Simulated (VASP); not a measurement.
Y: single point with BLYP

The system is Y.

```
Y
1.0
    -2.48185    2.03259    1.81540
     2.03259   -2.48185    1.81540
     4.45089    4.45089   -2.63823
Y
2
Direct
  0.95833 0.04167 0.00000
  0.79167 0.20833 0.50000
```

```yaml
Program: VASP 6.6.1
Task: single point
Functional: BLYP
Potentials_or_basis: VASP PAW PBE potentials, release 64 (Y_sv)
Cutoff: 520 eV
k_mesh: 10 × 10 × 7
Occupations: fermi-dirac, width 0.1 eV
Spin: no spin polarisation
```

```
Pressure               : -0.1 GPa
Band gap on the k mesh : zero (bands 11 and 12 overlap by 1.41 eV)
```

Levels at points of the mesh, in eV from the Fermi level:
```csv
k point,band 9,band 10,band 11,band 12,band 13,band 14
"(0.00, 0.00, 0.00)",-4.53,-1.79,1.00,1.62,1.62,1.96
"(0.50, 0.00, 0.00)",-1.58,-1.58,0.06,0.07,1.40,1.41
"(0.00, 0.50, 0.00)",-1.58,-1.58,0.06,0.07,1.40,1.41
"(0.50, 0.50, 0.00)",-1.63,-1.13,-0.77,-0.07,1.34,1.37
```

Wall time 8.9 min on 1 thread of Intel(R) Xeon(R) Platinum 8259CL CPU @ 2.50GHz (Skylake/Cascade Lake), with other jobs on the host, peak memory 0.51 GiB.

Caveat: the PAW data sets were made with another functional, which shifts forces and pressure a little.
